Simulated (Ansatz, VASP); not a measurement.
## Sn in VASP and in Ansatz

```
CELL_PARAMETERS angstrom
-2.94828 2.95040 1.58882
2.95040 -2.94828 1.58882
2.94605 2.94605 -1.58493
ATOMIC_POSITIONS crystal
Sn 0.00003 0.99997 0.00000
Sn 0.74997 0.25003 0.50000
```

Alike in both runs: task single point; functional r2SCAN; k mesh 11 × 11 × 8; occupations gaussian, width 0.1 eV; no spin polarisation.

|  | VASP | Ansatz |
| --- | --- | --- |
| version | VASP 6.6.1 | Ansatz 0.2.0 |
| potentials or method | VASP PAW PBE potentials, release 64 (Sn_d), cutoff 520 eV | plane waves (500 eV) with PAW, scalar-relativistic |
| valence electrons in the cell | 28 | 28 |

```csv
,VASP,Ansatz,Ansatz less VASP
pressure (GPa),0.0,0.0,+0.01
"traceless stress, the component that is largest in VASP (GPa)",-0.10,-0.10,+0.003
```

VASP's potentials were made for PBE, not for r2SCAN.
